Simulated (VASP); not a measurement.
# SnTe (Pm-3m) in VASP: notebook

Aim: see how the results for SnTe move with the level of theory and the settings. Levels: PBE+D4, PBE, PBE+D3(BJ). Tasks: single point, relaxation of cell and atoms.

Program: VASP 6.6.1. These are calculated values, not measurements. Logs are shortened: lines on timing, memory, paths and dates and some standing lists are left out, and cuts for length are marked.

## 1. The cell of the first run

It takes space group Pm-3m (No. 221, cubic). Conventional cell: a = 3.796 Å, b = 3.796 Å, c = 3.796 Å, α = 90.00°, β = 90.00°, γ = 90.00°. Te (site symmetry m-3m) has 8 Sn at 3.29 Å and 6 Te at 3.80 Å within 4.3 Å. Within 4.3 Å of Sn (site symmetry m-3m) lie 8 Te at 3.29 Å and 6 Sn at 3.80 Å.

## 2. Single point, PBE+D4

The input, INCAR:

```
PREC = Accurate
ENCUT = 520
EDIFF = 1E-7
ISMEAR = -1
SIGMA = 0.05
LREAL = F
LASPH = T
NELM = 80
ALGO = Normal
ISIF = 2
LWAVE = F
LCHARG = F
GGA = PE
IVDW = 13
NBANDS = 17
```

The input, KPOINTS:

```
regular mesh
0
Gamma
  7 7 7
```

The input, POSCAR:

```
SnTe
1.0
    3.7956759468      0.0000000000      0.0000000000
    0.0000000000      3.7956759468      0.0000000000
    0.0000000000      0.0000000000      3.7956759468
Te Sn
1 1
Direct
    0.5000000000      0.5000000000      0.5000000000
    0.0000000000      0.0000000000      0.0000000000
```

Potentials or basis: VASP PAW PBE potentials, release 64 (Te, Sn_d).

Command:

```console
cat potpaw_PBE.64/Te/POTCAR potpaw_PBE.64/Sn_d/POTCAR > POTCAR
mpirun -np 1 vasp_std > vasp.out
```

OUTCAR:

```text
PREC = Accurate
   ENCUT = 520
   EDIFF = 1E-7
   ISMEAR = -1
   LREAL = F
   LASPH = T
   NELM = 80
   ISIF = 2
   GGA = PE
   IVDW = 13

 ion  position               nearest neighbor table
   1  0.500  0.500  0.500-   2 3.29   2 3.29   2 3.29   2 3.29   2 3.29   2 3.29   2 3.29   2 3.29

   2  0.000  0.000  0.000-   1 3.29   1 3.29   1 3.29   1 3.29   1 3.29   1 3.29   1 3.29   1 3.29

  LATTYP: Found a simple cubic cell.
 ALAT       =     3.7956759468

  Lattice vectors:

 A1 = (   3.7956759468,   0.0000000000,   0.0000000000)
 A2 = (   0.0000000000,   3.7956759468,   0.0000000000)
 A3 = (   0.0000000000,   0.0000000000,   3.7956759468)

Analysis of symmetry for initial positions (statically):
=====================================================================
 Subroutine PRICEL returns:
 Original cell was already a primitive cell.

 Routine SETGRP: Setting up the symmetry group for a
 simple cubic supercell.

 Subroutine GETGRP returns: Found 48 space group operations
 (whereof 48 operations were pure point group operations)
 out of a pool of 48 trial point group operations.

The static configuration has the point symmetry O_h .

Analysis of symmetry for dynamics (positions and initial velocities):
=====================================================================
 Subroutine PRICEL returns:
 Original cell was already a primitive cell.

 Routine SETGRP: Setting up the symmetry group for a
 simple cubic supercell.

 Subroutine GETGRP returns: Found 48 space group operations
 (whereof 48 operations were pure point group operations)
 out of a pool of 48 trial point group operations.

The dynamic configuration has the point symmetry O_h .

 Subroutine INISYM returns: Found 48 space group operations
 (whereof 48 operations are pure point group operations),
 and found     1 'primitive' translations

----------------------------------------------------------------------------------------

                                     Primitive cell

  volume of cell :      54.6849

  direct lattice vectors                    reciprocal lattice vectors
     3.795675947  0.000000000  0.000000000     0.263457686  0.000000000  0.000000000
     0.000000000  3.795675947  0.000000000     0.000000000  0.263457686  0.000000000
     0.000000000  0.000000000  3.795675947     0.000000000  0.000000000  0.263457686

  length of vectors
     3.795675947  3.795675947  3.795675947     0.263457686  0.263457686  0.263457686

  position of ions in fractional coordinates (direct lattice)
     0.500000000  0.500000000  0.500000000
[... 72 lines left out ...]
   NELM   =     80;   NELMIN=  2; NELMDL= -5     # of ELM steps
   EDIFF  = 0.1E-06   stopping-criterion for ELM
   LREAL  =      F    real-space projection
   EDIFFG = 0.1E-05   stopping-criterion for IOM
   NSW    =      0    number of steps for IOM
   IBRION =     -1    ionic relax: 0-MD 1-quasi-New 2-CG
   NFREE  =      0    steps in history (QN), initial steepest desc. (CG)
   ISIF   =      2    stress and relaxation
   ISYM   =      2    0-nonsym 1-usesym 2-fastsym
   POTIM  = 0.5000    time-step for ionic-motion
   TEBEG  =    0.0;   TEEND  =   0.0 temperature during run
   PSTRESS=    0.0 pullay stress
   NELECT =      20.0000    total number of electrons
   NUPDOWN=      -1.0000    fix difference up-down
   EMIN   =  10.00;   EMAX   =-10.00  energy-range for DOS
   EFERMI =   0.00;   METHOD = LEGACY
   ISMEAR =    -1;   SIGMA  =   0.05  broadening in eV -4-tet -1-fermi 0-gaus
   EFERMI_NEDOS =   21; number of points for ismear=-14 and -15
   IALGO  =     38    algorithm
   IMIX   =      4    mixing-type and parameters
     AMIX     =   0.40;   BMIX     =  1.00
     AMIX_MAG =   1.60;   BMIX_MAG =  1.00
  volume/ion in A,a.u.               =      27.34       184.52
  Fermi-wavevector in a.u.,A,eV,Ry     =   1.170745  2.212388 18.648747  1.370644
  Thomas-Fermi vector in A             =   2.307199
   LORBIT       =      0    0 simple, 1 ext, 2 COOP (PROOUT), +10 PAW based schemes
   GGA     = PE    functional components
   LHFCALC =     F    Hartree Fock is set to
   AEXX    =    0.0000 exact exchange contribution
   IVDW    =    13    specifies the selected vdW correction
   LEPSILON=     F    determine dielectric tensor
   LRPA    =     F    only Hartree local field effects (RPA)
 non-spin polarized calculation
  energy-cutoff  :      520.00
  volume of cell :       54.68
 maximum number of plane-waves:      1486
   NGX = 15   NGY = 15   NGZ = 15

 number of electron      20.0000003 magnetization

 Free energy of the ion-electron system (eV)
  ---------------------------------------------------
  ext. energy  EPLUGINS =         0.00000000
  ---------------------------------------------------
  free energy    TOTEN  =        -7.06338526 eV

  energy without entropy =       -7.05276559  energy(sigma->0) =       -7.05807542

 E-fermi :   8.0691     XC(G=0): -10.2747

 val. band max:        8.0463432241   @ k =   0.4286   0.2857   0.0000
 cond. band min:       8.1201020145   @ k =   0.2857   0.1429   0.0000
 fundamental gap:      0.0737587904
 Fermi energy:         8.0690791999

 k-point     1 :       0.0000    0.0000    0.0000
  band No.  band energies     occupation
      1     -13.4467      2.00000
      2     -13.4467      2.00000
      3     -13.3985      2.00000
      4     -13.3985      2.00000
      5     -13.3985      2.00000
      6      -4.8401      2.00000
[... 377 lines left out ...]
      4     -13.3792      2.00000
      5     -13.3792      2.00000
      6      -1.9914      2.00000
[... 9 lines left out ...]
     16      21.5976      0.00000
     17      23.4715      0.00000

------------------------ aborting loop because EDIFF is reached ----------------------------------------

  DFT-D4 for vdW energy calculation

  Edisp (eV):   -0.99057

  FORCE on cell =-STRESS in cart. coord.  units (eV):
  Direction    XX          YY          ZZ          XY          YZ          ZX
  --------------------------------------------------------------------------------------
  -------------------------------------------------------------------------------------
  Total      -0.01808    -0.01808    -0.01808     0.00000     0.00000     0.00000
  in kB      -0.52979    -0.52979    -0.52979     0.00000     0.00000     0.00000
  external pressure =       -0.53 kB  Pullay stress =        0.00 kB

 VOLUME and BASIS-vectors are now :
 -----------------------------------------------------------------------------
  energy-cutoff  :      520.00
  volume of cell :       54.68
      direct lattice vectors                 reciprocal lattice vectors
     3.795675947  0.000000000  0.000000000     0.263457686  0.000000000  0.000000000
     0.000000000  3.795675947  0.000000000     0.000000000  0.263457686  0.000000000
     0.000000000  0.000000000  3.795675947     0.000000000  0.000000000  0.263457686

 POSITION                                       TOTAL-FORCE (eV/Angst)
 -----------------------------------------------------------------------------------
      1.89784      1.89784      1.89784         0.000000      0.000000      0.000000
      0.00000      0.00000      0.00000         0.000000      0.000000      0.000000
 -----------------------------------------------------------------------------------
    total drift:                               -0.000000      0.000000     -0.000000

  FREE ENERGIE OF THE ION-ELECTRON SYSTEM (eV)
  ---------------------------------------------------
  free  energy   TOTEN  =        -8.0539532546 eV

  energy  without entropy=       -8.0433335818  energy(sigma->0) =       -8.04864342
```

It took 9.5 s on 1 thread of Intel Xeon 6975P-C, shared host; peak memory 0.16 GiB.

What came out:

| Item | Value |
| --- | --- |
| Free energy | -8.0540 eV |
| Pressure | -0.1 GPa |
| Band gap on the k mesh | zero (band 10 reaches 8.43 eV, above the bottom of band 11 at 7.01 eV) |
| Dispersion energy per atom | -0.495 eV |

Caveat: spin-orbit coupling is left out, which moves the levels of the heavy elements; pairwise dispersion overbinds metals, which lowers pressure and volume.

## 3. Single point, PBE

This run uses another cell than the first one, of 29.77 Å³/atom, 1.089 times its volume.

The input, INCAR:

```
SYSTEM = SnTe
  PREC = Accurate
  ENCUT = 520
  EDIFF = 1E-7
  ISMEAR = 0
  SIGMA = 0.027000000000000003
  LREAL = .FALSE.
  LASPH = .TRUE.
  NELM = 80
  ALGO = Normal
  ISIF = 2
  LWAVE = .FALSE.
  LCHARG = .FALSE.
  GGA = PE
  NBANDS = 17
```

The input, KPOINTS:

```
regular mesh
0
G
  7 7 7
  0 0 0
```

The input, POSCAR:

```
SnTe
1.0
    3.9047000000      0.0000000000      0.0000000000
    0.0000000000      3.9047000000      0.0000000000
    0.0000000000      0.0000000000      3.9047000000
Te Sn
1 1
Direct
    0.5000000000      0.5000000000      0.5000000000
    0.0000000000      0.0000000000      0.0000000000
```

Potentials or basis: VASP PAW PBE potentials, release 64 (Te, Sn_d).

Command:

```console
cat potpaw_PBE.64/Te/POTCAR potpaw_PBE.64/Sn_d/POTCAR > POTCAR
mpirun -np 1 vasp_std > vasp.out
```

Wall time 15 s (1 thread of Intel Xeon 6975P-C, shared host); peak memory 0.17 GiB.

It converged, with:

* Free energy: -7.0685 eV
* Pressure: -1.1 GPa
* Band gap on the k mesh: zero (band 10 reaches 7.21 eV, above the bottom of band 11 at 6.18 eV)

Levels at points of the mesh, in eV from the Fermi level:
| k point | band 7 | band 8 | band 9 | band 10 | band 11 | band 12 | band 13 | band 14 |
| --- | --- | --- | --- | --- | --- | --- | --- | --- |
| (0.00, 0.00, 0.00) | -5.24 | -1.68 | -1.68 | -1.68 | 3.65 | 3.65 | 5.42 | 5.42 |

Caveat: spin-orbit coupling is left out, which moves the levels of the heavy elements.

## 4. Single point, PBE

This run uses another cell than the first one, of 29.77 Å³/atom, 1.089 times its volume.

The input, INCAR:

```
SYSTEM = SnTe
  ALGO = Normal
  EDIFF = 1E-6
  ENCUT = 520
  GGA = PE
  ISIF = 2
  ISMEAR = 0
  LASPH = .TRUE.
  LCHARG = .FALSE.
  LREAL = .FALSE.
  LWAVE = .FALSE.
  NBANDS = 17
  NELM = 80
  PREC = Accurate
  SIGMA = 0.028000000000000004
```

The input, KPOINTS:

```
k-points
0
G
  7 7 7
  0 0 0
```

POSCAR is that of step 3.

Command:

```console
cat potpaw_PBE.64/Te/POTCAR potpaw_PBE.64/Sn_d/POTCAR > POTCAR
mpirun -np 1 vasp_std > vasp.out
```

Run time: 14 s. Hardware: 1 thread of Intel Xeon 6975P-C, shared host; peak memory 0.17 GiB.

The run converged. Its results:

```
Free energy            : -7.0685 eV
Pressure               : -1.2 GPa
Band gap on the k mesh : zero (band 10 reaches 7.21 eV, above the bottom of band 11 at 6.18 eV)
```

Levels at points of the mesh, in eV from the Fermi level:
| k point | band 8 | band 9 | band 10 | band 11 | band 12 | band 13 |
| --- | --- | --- | --- | --- | --- | --- |
| (0.00, 0.00, 0.00) | -1.68 | -1.68 | -1.68 | 3.65 | 3.65 | 5.42 |

Caveat: spin-orbit coupling is left out, which moves the levels of the heavy elements.

## 5. Relaxation of cell and atoms, PBE+D3(BJ)

This run uses another cell than the first one, of 29.77 Å³/atom, 1.089 times its volume.

The input, INCAR:

```
SYSTEM = SnTe
ALGO = Normal ; EDIFF = 1E-7
EDIFFG = -0.01 ; ENCUT = 600
GGA = PE ; IBRION = 2
ISIF = 3 ; ISMEAR = -1
IVDW = 12 ; LASPH = .True.
LCHARG = .False. ; LREAL = .False.
LWAVE = .False. ; NELM = 60
NSW = 60 ; PREC = Accurate
SIGMA = 0.05
```

The input, KPOINTS:

```
k-points
0
Gamma
  7 7 7
  0 0 0
```

POSCAR is that of step 4.

Potentials or basis: VASP PAW PBE potentials, release 64 (Te, Sn_d).

Command:

```console
cat potpaw_PBE.64/Te/POTCAR potpaw_PBE.64/Sn_d/POTCAR > POTCAR
mpirun -np 1 vasp_std > vasp.out
```

OUTCAR:

```text
SYSTEM = SnTe
   EDIFF = 1E-7
   EDIFFG = -0.01
   ENCUT = 600
   GGA = PE
   IBRION = 2
   ISIF = 3
   ISMEAR = -1
   IVDW = 12
   LASPH = .True.
   LREAL = .False.
   NELM = 60
   NSW = 60
   PREC = Accurate
 IVDW          = 12

 ion  position               nearest neighbor table
   1  0.500  0.500  0.500-   2 3.38   2 3.38   2 3.38   2 3.38   2 3.38   2 3.38   2 3.38   2 3.38

   2  0.000  0.000  0.000-   1 3.38   1 3.38   1 3.38   1 3.38   1 3.38   1 3.38   1 3.38   1 3.38

  LATTYP: Found a simple cubic cell.
 ALAT       =     3.9047000000

  Lattice vectors:

[... 919 lines left out ...]

 Edisp (eV)   -0.90918

 E8    (eV) :    -0.4244

  FORCE on cell =-STRESS in cart. coord.  units (eV):
  Direction    XX          YY          ZZ          XY          YZ          ZX
  --------------------------------------------------------------------------------------
  -------------------------------------------------------------------------------------
  Total      -0.01641    -0.01641    -0.01641     0.00000     0.00000    -0.00000
  in kB      -0.48088    -0.48088    -0.48088     0.00000     0.00000    -0.00000
  external pressure =       -0.48 kB  Pullay stress =        0.00 kB

 VOLUME and BASIS-vectors are now :
 -----------------------------------------------------------------------------
  energy-cutoff  :      600.00
  volume of cell :       54.69
      direct lattice vectors                 reciprocal lattice vectors
     3.795681484 -0.000000000 -0.000000000     0.263457301  0.000000000 -0.000000000
    -0.000000000  3.795681484 -0.000000000     0.000000000  0.263457301 -0.000000000
     0.000000000  0.000000000  3.795681484     0.000000000  0.000000000  0.263457301

 POSITION                                       TOTAL-FORCE (eV/Angst)
 -----------------------------------------------------------------------------------
      1.89784      1.89784      1.89784        -0.000000     -0.000000      0.000000
      0.00000      0.00000      0.00000         0.000000      0.000000      0.000000
 -----------------------------------------------------------------------------------
    total drift:                                0.000000      0.000000      0.000000

  FREE ENERGIE OF THE ION-ELECTRON SYSTEM (eV)
  ---------------------------------------------------
  free  energy   TOTEN  =        -7.9728175119 eV

  energy  without entropy=       -7.9621956326  energy(sigma->0) =       -7.96750657

 reached required accuracy - stopping structural energy minimisation
```

It took 18 s on 1 thread of Intel Xeon 6975P-C, shared host; peak memory 0.21 GiB.

Results:

* Free energy: -7.9728 eV
* Relaxed volume: 27.34 Å³/atom
* Relaxed cell: a = 3.796 Å, b = 3.796 Å, c = 3.796 Å, α = 90.00°, β = 90.00°, γ = 90.00°
* Space group after relaxing (to 0.05 Å): Pm-3m (No. 221)
* Energy gained by relaxing: 27.7 meV/atom
* Ionic steps: 2
* Pressure after relaxing: 0.0 GPa
* Band gap on the k mesh: zero (band 10 reaches 8.43 eV, above the bottom of band 11 at 7.01 eV)
* Dispersion energy per atom: -0.455 eV

The path:
```csv
step,energy change (eV),largest force (eV/Å),pressure (GPa),volume (Å³)
1,0.0000,0.0000,-3.12,59.53
2,-0.0555,0.0000,-0.05,54.69
```

Final structure:
```yaml
crystal:
  lattice:
    - [3.79568, 0.00000, 0.00000]
    - [0.00000, 3.79568, 0.00000]
    - [0.00000, 0.00000, 3.79568]
  atoms:
    - { symbol: Te, position: [0.50000, 0.50000, 0.50000] }
    - { symbol: Sn, position: [0.00000, 0.00000, 0.00000] }
```

Levels at points of the mesh, in eV from the Fermi level:
| k point | band 6 | band 7 | band 8 | band 9 | band 10 | band 11 | band 12 | band 13 | band 14 |
| --- | --- | --- | --- | --- | --- | --- | --- | --- | --- |
| (0.00, 0.00, 0.00) | -12.91 | -4.99 | -1.92 | -1.92 | -1.92 | 3.43 | 3.43 | 5.98 | 5.98 |

Caveat: spin-orbit coupling is left out, which moves the levels of the heavy elements; pairwise dispersion overbinds metals, which lowers pressure and volume.

## 6. Relaxation of cell and atoms, PBE+D4

This run uses another cell than the first one, of 29.77 Å³/atom, 1.089 times its volume.

The input, INCAR:

```
ALGO = Normal
EDIFF = 1E-6
EDIFFG = -0.01
ENCUT = 600
GGA = PE
IBRION = 2
ISIF = 3
ISMEAR = -1
IVDW = 13
LASPH = True
LCHARG = False
LREAL = False
LWAVE = False
NELM = 60
NSW = 60
PREC = Accurate
SIGMA = 0.05
```

The input, KPOINTS:

```
k-points
0
Gamma
  7 7 7
```

POSCAR is that of step 5.

Potentials or basis: VASP PAW PBE potentials, release 64 (Te, Sn_d).

Command:

```console
cat potpaw_PBE.64/Te/POTCAR potpaw_PBE.64/Sn_d/POTCAR > POTCAR
mpirun -np 1 vasp_std > vasp.out
```

Run time: 34 s. Hardware: 1 thread of Intel Xeon 6975P-C, shared host; peak memory 0.2 GiB.

Results (log left out):

```
Free energy                            : -8.0542 eV
Relaxed volume                         : 27.31 Å³/atom
Relaxed cell                           : a = 3.794 Å, b = 3.794 Å, c = 3.794 Å, α = 90.00°, β = 90.00°, γ = 90.00°
Space group after relaxing (to 0.05 Å) : Pm-3m (No. 221)
Energy gained by relaxing              : 25.6 meV/atom
Ionic steps                            : 5
Pressure after relaxing                : 0.0 GPa
Band gap on the k mesh                 : zero (band 10 reaches 8.45 eV, above the bottom of band 11 at 7.02 eV)
Dispersion energy per atom             : -0.496 eV
```

Step by step:
```
step  energy change (eV)  largest force (eV/Å)  pressure (GPa)  volume (Å³)
   1              0.0000                0.0000           -1.64        59.53
   2             -0.0374                0.0000           -1.82        56.94
   3              0.0435                0.0000            6.60        49.62
   4             -0.0506                0.0000           -0.43        55.12
   5             -0.0512                0.0000            0.04        54.62
```

Final structure:
```
Te Sn
1.0
     3.79417    0.00000    0.00000
     0.00000    3.79417    0.00000
     0.00000    0.00000    3.79417
Te Sn
1 1
Direct
  0.50000 0.50000 0.50000
  0.00000 0.00000 0.00000
```

Levels at points of the mesh, in eV from the Fermi level:
```csv
k point,band 6,band 7,band 8,band 9,band 10,band 11,band 12,band 13,band 14
"(0.00, 0.00, 0.00)",-12.92,-4.98,-1.92,-1.92,-1.92,3.43,3.43,5.99,5.99
```

Caveat: spin-orbit coupling is left out, which moves the levels of the heavy elements; pairwise dispersion overbinds metals, which lowers pressure and volume.

## 7. The runs side by side

| task | level | cell | cutoff (eV) | smearing | gap on the mesh (eV) | pressure (GPa) | relaxed volume (Å³/atom) |
| --- | --- | --- | --- | --- | --- | --- | --- |
| single point | PBE+D4 | a = 3.796 Å, 2 atoms | 520 | fermi-dirac 0.05 eV | none | -0.1 | - |
| single point | PBE | a = 3.905 Å, 2 atoms | 520 | gaussian 0.027 eV | none | -1.1 | - |
| single point | PBE | a = 3.905 Å, 2 atoms | 520 | gaussian 0.028 eV | none | -1.2 | - |
| relaxation of cell and atoms | PBE+D3(BJ) | relaxed from a = 3.905 Å, 2 atoms | 600 | fermi-dirac 0.05 eV | none | 0.0 | 27.34 |
| relaxation of cell and atoms | PBE+D4 | relaxed from a = 3.905 Å, 2 atoms | 600 | fermi-dirac 0.05 eV | none | 0.0 | 27.31 |

Alike in all rows: potentials or basis VASP PAW PBE potentials, release 64 (Te, Sn_d); no spin polarisation; k mesh 7 × 7 × 7.

Caveats: spin-orbit coupling is left out, which moves the levels of the heavy elements; pairwise dispersion overbinds metals, which lowers pressure and volume (some runs).

Total energies depend on the potentials used, so only differences within one code and one set of settings carry meaning.
